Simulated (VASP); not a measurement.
# NaFeO3 (Pm-3m) in VASP: further runs

NaFeO3 is run at these levels: LDA; tasks: single point, relaxation of cell and atoms.

Program: VASP 6.6.1. These are calculated values, not measurements. Logs are shortened: lines on timing, memory, paths and dates and some standing lists are left out, and cuts for length are marked.

## 1. The cell of the first run

Symmetry: Pm-3m, No. 221, cubic system. The conventional cell has a = 3.628 Å, b = 3.628 Å, c = 3.628 Å, α = 90.00°, β = 90.00°, γ = 90.00°. Within 3.4 Å of Na (site symmetry m-3m) lie 12 O at 2.57 Å and 8 Fe at 3.14 Å. Fe (site symmetry m-3m) has 6 O at 1.81 Å within 2.4 Å. Within 2.4 Å of O (site symmetry 4/mmm) lie 2 Fe at 1.81 Å.

## 2. Single point, LDA, collinear spin, ferromagnetic start

The input, INCAR:

```
PREC = Accurate
ENCUT = 520
EDIFF = 1E-6
ISMEAR = 0
SIGMA = 0.02
LREAL = F
LASPH = T
NELM = 150
ALGO = Normal
ISIF = 2
LWAVE = F
LCHARG = F
ISPIN = 2
MAGMOM = 0 3.5 0 0 0
LORBIT = 11
LMAXMIX = 4
NBANDS = 28
```

The input, KPOINTS:

```
Automatic mesh
0
Gamma
  5 5 5
```

The input, POSCAR:

```
NaFeO3
1.0
    3.6280281506      0.0000000000      0.0000000000
    0.0000000000      3.6280281506      0.0000000000
    0.0000000000      0.0000000000      3.6280281506
Na Fe O
1 1 3
Direct
    0.0000000000      0.0000000000      0.0000000000
    0.5000000000      0.5000000000      0.5000000000
    0.5000000000      0.5000000000      0.0000000000
    0.5000000000      0.0000000000      0.5000000000
    0.0000000000      0.5000000000      0.5000000000
```

Potentials or basis: VASP PAW LDA potentials, release 64 (Na_pv, Fe, O).

Command:

```bash
$ cat potpaw_LDA.64/Na_pv/POTCAR potpaw_LDA.64/Fe/POTCAR potpaw_LDA.64/O/POTCAR > POTCAR
$ mpirun -np 1 vasp_std > vasp.out
```

OUTCAR:

```text
PREC = Accurate
   ENCUT = 520
   EDIFF = 1E-6
   ISMEAR = 0
   LREAL = F
   LASPH = T
   NELM = 150
   ISIF = 2
   ISPIN = 2
   LORBIT = 11

 ion  position               nearest neighbor table
   1  0.000  0.000  0.000-
   2  0.500  0.500  0.500-   3 1.81   4 1.81   5 1.81   3 1.81   4 1.81   5 1.81
   3  0.500  0.500  0.000-   2 1.81   2 1.81
   4  0.500  0.000  0.500-   2 1.81   2 1.81
   5  0.000  0.500  0.500-   2 1.81   2 1.81

  LATTYP: Found a simple cubic cell.
 ALAT       =     3.6280281506

  Lattice vectors:

 A1 = (   3.6280281506,   0.0000000000,   0.0000000000)
 A2 = (   0.0000000000,   3.6280281506,   0.0000000000)
 A3 = (   0.0000000000,   0.0000000000,   3.6280281506)

Analysis of symmetry for initial positions (statically):
=====================================================================
 Subroutine PRICEL returns:
 Original cell was already a primitive cell.

 Routine SETGRP: Setting up the symmetry group for a
 simple cubic supercell.

 Subroutine GETGRP returns: Found 48 space group operations
 (whereof 48 operations were pure point group operations)
 out of a pool of 48 trial point group operations.

The static configuration has the point symmetry O_h .

Analysis of symmetry for dynamics (positions and initial velocities):
=====================================================================
 Subroutine PRICEL returns:
 Original cell was already a primitive cell.

 Routine SETGRP: Setting up the symmetry group for a
 simple cubic supercell.

 Subroutine GETGRP returns: Found 48 space group operations
 (whereof 48 operations were pure point group operations)
 out of a pool of 48 trial point group operations.

The dynamic configuration has the point symmetry O_h .

Analysis of structural, dynamic, and magnetic symmetry:
=====================================================================
 Subroutine PRICEL returns:
 Original cell was already a primitive cell.

 Routine SETGRP: Setting up the symmetry group for a
 simple cubic supercell.

 Subroutine GETGRP returns: Found 48 space group operations
 (whereof 48 operations were pure point group operations)
 out of a pool of 48 trial point group operations.

The overall configuration has the point symmetry O_h .

 Subroutine INISYM returns: Found 48 space group operations
 (whereof 48 operations are pure point group operations),
 and found     1 'primitive' translations

----------------------------------------------------------------------------------------

                                     Primitive cell

  volume of cell :      47.7542

  direct lattice vectors                    reciprocal lattice vectors
     3.628028151  0.000000000  0.000000000     0.275631819  0.000000000  0.000000000
     0.000000000  3.628028151  0.000000000     0.000000000  0.275631819  0.000000000
     0.000000000  0.000000000  3.628028151     0.000000000  0.000000000  0.275631819

  length of vectors
     3.628028151  3.628028151  3.628028151     0.275631819  0.275631819  0.275631819

  position of ions in fractional coordinates (direct lattice)
     0.000000000  0.000000000  0.000000000
     0.500000000  0.500000000  0.500000000
     0.500000000  0.500000000  0.000000000
     0.500000000  0.000000000  0.500000000
     0.000000000  0.500000000  0.500000000

  ion indices of the primitive-cell ions
   primitive index   ion index
                 1           1
                 2           2
                 3           3
                 4           4
                 5           5

----------------------------------------------------------------------------------------

 KPOINTS: Automatic mesh

Automatic generation of k-mesh.
 Grid dimensions read from file:
 generate k-points for:    5    5    5

 Generating k-lattice:

  Cartesian coordinates                     Fractional coordinates (reciprocal lattice)
     0.055126364  0.000000000  0.000000000     0.200000000  0.000000000  0.000000000
     0.000000000  0.055126364  0.000000000     0.000000000  0.200000000  0.000000000
     0.000000000  0.000000000  0.055126364     0.000000000  0.000000000  0.200000000

  Length of vectors
     0.055126364  0.055126364  0.055126364

  Shift w.r.t. Gamma in fractional coordinates (k-lattice)
     0.000000000  0.000000000  0.000000000

 Subroutine IBZKPT returns following result:
 ===========================================

 Found     10 irreducible k-points:

 Following reciprocal coordinates:
            Coordinates               Weight
  0.000000  0.000000  0.000000      1.000000
  0.200000  0.000000  0.000000      6.000000
  0.400000  0.000000  0.000000      6.000000
  0.200000  0.200000  0.000000     12.000000
  0.400000  0.200000  0.000000     24.000000
  0.400000  0.400000  0.000000     12.000000
  0.200000  0.200000  0.200000      8.000000
  0.400000  0.200000  0.200000     24.000000
  0.400000  0.400000  0.200000     24.000000
  0.400000  0.400000  0.400000      8.000000
   k-points           NKPTS =     10   k-points in BZ     NKDIM =     10   number of bands    NBANDS=     28
   number of dos      NEDOS =    301   number of ions     NIONS =      5
   total plane-waves  NPLWV =  21952
   dimension x,y,z NGX =    28 NGY =   28 NGZ =   28
   dimension x,y,z NGXF=    56 NGYF=   56 NGZF=   56
   ions per type =               1   1   3
   NGX,Y,Z   is equivalent  to a cutoff of  12.83, 12.83, 12.83 a.u.
   NGXF,Y,Z  is equivalent  to a cutoff of  25.66, 25.66, 25.66 a.u.
 SYSTEM =  unknown system
   PREC   = accura    normal or accurate (medium, high low for compatibility)
   ISTART =      0    job   : 0-new  1-cont  2-samecut
   ICHARG =      2    charge: 1-file 2-atom 10-const
   ISPIN  =      2    spin polarized calculation?
   LNONCOLLINEAR =      F non collinear calculations
   LSORBIT =      F    spin-orbit coupling
   LASPH  =      T    aspherical Exc in radial PAW
   ENCUT  =  520.0 eV  38.22 Ry    6.18 a.u.   6.75  6.75  6.75*2*pi/ulx,y,z
   NELM   =    150;   NELMIN=  2; NELMDL= -5     # of ELM steps
   EDIFF  = 0.1E-05   stopping-criterion for ELM
   LREAL  =      F    real-space projection
   EDIFFG = 0.1E-04   stopping-criterion for IOM
   NSW    =      0    number of steps for IOM
   IBRION =     -1    ionic relax: 0-MD 1-quasi-New 2-CG
   NFREE  =      0    steps in history (QN), initial steepest desc. (CG)
   ISIF   =      2    stress and relaxation
   ISYM   =      2    0-nonsym 1-usesym 2-fastsym
   POTIM  = 0.5000    time-step for ionic-motion
   TEBEG  =    0.0;   TEEND  =   0.0 temperature during run
   PSTRESS=    0.0 pullay stress
   NELECT =      33.0000    total number of electrons
   NUPDOWN=      -1.0000    fix difference up-down
   EMIN   =  10.00;   EMAX   =-10.00  energy-range for DOS
   EFERMI =   0.00;   METHOD = LEGACY
   ISMEAR =     0;   SIGMA  =   0.02  broadening in eV -4-tet -1-fermi 0-gaus
   EFERMI_NEDOS =   21; number of points for ismear=-14 and -15
   IALGO  =     38    algorithm
   IMIX   =      4    mixing-type and parameters
     AMIX     =   0.40;   BMIX     =  1.00
     AMIX_MAG =   1.60;   BMIX_MAG =  1.00
  volume/ion in A,a.u.               =       9.55        64.45
  Fermi-wavevector in a.u.,A,eV,Ry     =   1.447356  2.735107 28.502037  2.094841
  Thomas-Fermi vector in A             =   2.565321
   LORBIT       =     11    0 simple, 1 ext, 2 COOP (PROOUT), +10 PAW based schemes
   GGA     = CA    functional components
   LHFCALC =     F    Hartree Fock is set to
   AEXX    =    0.0000 exact exchange contribution
   IVDW    =     0    specifies the selected vdW correction
   LEPSILON=     F    determine dielectric tensor
   LRPA    =     F    only Hartree local field effects (RPA)
 spin polarized calculation
 Gauss-broadening in eV      SIGMA  =   0.02
  energy-cutoff  :      520.00
  volume of cell :       47.75
 maximum number of plane-waves:      1309
 NGX is ok and might be reduce to    28
   NGX = 13   NGY = 13   NGZ = 13

 number of electron      33.0000027 magnetization       3.7203799

 Free energy of the ion-electron system (eV)
  ---------------------------------------------------
  ext. energy  EPLUGINS =         0.00000000
  ---------------------------------------------------
  free energy    TOTEN  =       -33.83961053 eV

  energy without entropy =      -33.83883165  energy(sigma->0) =      -33.83922109

 E-fermi :   2.4190     XC(G=0): -11.8713

 val. band max:        2.4075456302   @ k =   0.4000   0.2000   0.0000
 cond. band min:       2.7184812522   @ k =   0.4000   0.4000   0.0000
 fundamental gap:      0.3109356221
 Fermi energy:         2.4190321244

 spin component 1

 k-point     1 :       0.0000    0.0000    0.0000
  band No.  band energies     occupation
      1     -18.7265      1.00000
      2     -18.7265      1.00000
      3     -18.7265      1.00000
      4     -16.6315      1.00000
      5     -14.6443      1.00000
      6     -14.6443      1.00000
[... 20 lines left out ...]
     27      19.1461      0.00000
[... 256 lines left out ...]
      5     -14.6472      1.00000
      6     -14.6472      1.00000
[... 20 lines left out ...]
     27      17.4987      0.00000
     28      20.8775      0.00000
 Fermi energy:         2.4190321244

 spin component 2

 k-point     1 :       0.0000    0.0000    0.0000
  band No.  band energies     occupation
      1     -18.7207      1.00000
      2     -18.7207      1.00000
      3     -18.7207      1.00000
      4     -16.0106      1.00000
      5     -13.9259      1.00000
      6     -13.9259      1.00000
[... 20 lines left out ...]
     27      19.5474      0.00000
[... 257 lines left out ...]
      6     -13.9599      1.00000
[... 20 lines left out ...]
     27      17.9148      0.00000
     28      21.4041      0.00000

------------------------ aborting loop because EDIFF is reached ----------------------------------------

  FORCE on cell =-STRESS in cart. coord.  units (eV):
  Direction    XX          YY          ZZ          XY          YZ          ZX
  --------------------------------------------------------------------------------------
  -------------------------------------------------------------------------------------
  Total        0.5677674      0.5677674      0.5677674     -0.0000000     -0.0000000      0.0000000
  in kB       19.0488648     19.0488648     19.0488648     -0.0000000     -0.0000000      0.0000000
  external PRESSURE =      19.0488648 kB  Pullay stress =       0.0000000 kB

 VOLUME and BASIS-vectors are now :
 -----------------------------------------------------------------------------
  energy-cutoff  :      520.00
  volume of cell :       47.75
      direct lattice vectors                 reciprocal lattice vectors
     3.628028151  0.000000000  0.000000000     0.275631819  0.000000000  0.000000000
     0.000000000  3.628028151  0.000000000     0.000000000  0.275631819  0.000000000
     0.000000000  0.000000000  3.628028151     0.000000000  0.000000000  0.275631819

 POSITION                                       TOTAL-FORCE (eV/Angst)
 -----------------------------------------------------------------------------------
      0.00000      0.00000      0.00000         0.000000      0.000000      0.000000
      1.81401      1.81401      1.81401         0.000000      0.000000      0.000000
      1.81401      1.81401      0.00000         0.000000      0.000000      0.000000
      1.81401      0.00000      1.81401         0.000000      0.000000      0.000000
      0.00000      1.81401      1.81401         0.000000      0.000000      0.000000
 -----------------------------------------------------------------------------------
    total drift:                                0.000000      0.000000      0.000000

  FREE ENERGIE OF THE ION-ELECTRON SYSTEM (eV)
  ---------------------------------------------------
  free  energy   TOTEN  =       -33.8396105327 eV

  energy  without entropy=      -33.8388316452  energy(sigma->0) =      -33.83922109

 total charge

# of ion       s       p       d       tot
------------------------------------------
    1        0.045   5.987   0.000   6.032
    2        0.510   0.921   6.238   7.669
    3        1.569   3.383   0.000   4.952
    4        1.569   3.383   0.000   4.952
    5        1.569   3.383   0.000   4.952
--------------------------------------------------
tot          5.261  17.057   6.238  28.557

 magnetization (x)

# of ion       s       p       d       tot
------------------------------------------
    1        0.002   0.002   0.000   0.003
    2        0.000  -0.005   2.250   2.245
    3        0.011   0.373   0.000   0.383
    4        0.011   0.373   0.000   0.383
    5        0.011   0.373   0.000   0.383
--------------------------------------------------
tot          0.034   1.116   2.250   3.399
```

Wall time 35 s (1 thread of Intel Xeon Platinum 8488C (Sapphire Rapids), shared host); peak memory 0.15 GiB.

Results:

| Property | Result |
| --- | --- |
| Free energy | -33.8396 eV |
| Pressure | 1.9 GPa |
| Net moment | 3.72 μB per cell |
| Site moments | Na +0.00; Fe +2.25; O +0.38 μB |
| Valence electrons inside the program's atomic spheres | Na 6.03; Fe 7.67; O 4.95 |

Levels at points of the mesh, in eV from the Fermi level:
Spin up:
| k point | band 16 | band 17 | band 18 | band 19 | band 20 | band 21 |
| --- | --- | --- | --- | --- | --- | --- |
| (0.00, 0.00, 0.00) | -1.08 | -1.08 | -1.06 | -1.06 | -1.06 | 6.45 |
Spin down:
```
           k point  band 12  band 13  band 14  band 15  band 16  band 17  band 18  band 19
(0.00, 0.00, 0.00)    -0.75    -0.67    -0.67    -0.67    -0.39    -0.39    -0.39     0.88
```

Caveat: a cell with one magnetic atom can't hold antiferromagnetic order, which such compounds often take; semilocal functionals often make such compounds metallic where correlation or magnetic order opens a gap, which also shifts bond lengths.

## 3. Relaxation of cell and atoms, LDA, collinear spin, ferromagnetic start

This run uses another cell than the first one, of 11.24 Å³/atom, 1.177 times its volume.

The input, INCAR:

```
PREC = Accurate ; ENCUT = 600
EDIFF = 1E-7 ; ISMEAR = 0
SIGMA = 0.02 ; LREAL = F
LASPH = T ; NELM = 150
ALGO = Normal ; ISIF = 3
LWAVE = F ; LCHARG = F
ISPIN = 2 ; MAGMOM = 0 3.5 0 0 0
LORBIT = 11 ; LMAXMIX = 4
GGA = CA ; IBRION = 2
NSW = 80 ; EDIFFG = -0.01
```

KPOINTS is that of step 2.

Edit POSCAR of step 2 so:

```diff
@@ -2,5 +2,5 @@
 1.0
-    3.6280281506      0.0000000000      0.0000000000
-    0.0000000000      3.6280281506      0.0000000000
-    0.0000000000      0.0000000000      3.6280281506
+    3.8304800000      0.0000000000      0.0000000000
+    0.0000000000      3.8304800000      0.0000000000
+    0.0000000000      0.0000000000      3.8304800000
 Na Fe O
```

Potentials or basis: VASP PAW LDA potentials, release 64 (Na_pv, Fe, O).

Command:

```bash
$ cat potpaw_LDA.64/Na_pv/POTCAR potpaw_LDA.64/Fe/POTCAR potpaw_LDA.64/O/POTCAR > POTCAR
$ mpirun -np 1 vasp_std > vasp.out
```

Run time: 1.9 min. Hardware: 1 thread of Intel Xeon Platinum 8488C (Sapphire Rapids), shared host; peak memory 0.18 GiB.

It converged, with:

```
Free energy                                           : -33.8707 eV
Relaxed volume                                        : 9.62 Å³/atom
Relaxed cell                                          : a = 3.637 Å, b = 3.637 Å, c = 3.637 Å, α = 90.00°, β = 90.00°, γ = 90.00°
Space group after relaxing (to 0.05 Å)                : Pm-3m (No. 221)
Energy gained by relaxing                             : 116.6 meV/atom
Ionic steps                                           : 3
Pressure after relaxing                               : -0.2 GPa
Net moment                                            : 3.72 μB per cell
Site moments                                          : Na +0.00; Fe +2.25; O +0.38 μB
Valence electrons inside the program's atomic spheres : Na 6.03; Fe 7.64; O 4.95
```

The path:
```tsv
step	energy change (eV)	largest force (eV/Å)	pressure (GPa)	volume (Å³)
1	0.0000	0.0000	-19.60	56.20
2	-0.5065	0.0000	11.01	45.74
3	-0.5830	0.0000	-0.16	48.12
```

Final structure:
```
Na Fe O
1.0
     3.63725    0.00000    0.00000
     0.00000    3.63725    0.00000
     0.00000    0.00000    3.63725
Na Fe O
1 1 3
Direct
  0.00000 0.00000 0.00000
  0.50000 0.50000 0.50000
  0.50000 0.50000 0.00000
  0.50000 0.00000 0.50000
  0.00000 0.50000 0.50000
```

Levels at points of the mesh, in eV from the Fermi level:
Spin up:
| k point | band 16 | band 17 | band 18 | band 19 | band 20 | band 21 |
| --- | --- | --- | --- | --- | --- | --- |
| (0.00, 0.00, 0.00) | -1.07 | -1.07 | -1.03 | -1.03 | -1.03 | 6.44 |
Spin down:
| k point | band 11 | band 12 | band 13 | band 14 | band 15 | band 16 | band 17 | band 18 | band 19 | band 20 |
| --- | --- | --- | --- | --- | --- | --- | --- | --- | --- | --- |
| (0.00, 0.00, 0.00) | -0.71 | -0.71 | -0.63 | -0.63 | -0.63 | -0.36 | -0.36 | -0.36 | 0.89 | 0.89 |

Caveat: a cell with one magnetic atom can't hold antiferromagnetic order, which such compounds often take; semilocal functionals often make such compounds metallic where correlation or magnetic order opens a gap, which also shifts bond lengths. With open d or f shells a metallic result of LDA can be an artefact of self-interaction; +U or a hybrid may open a gap.
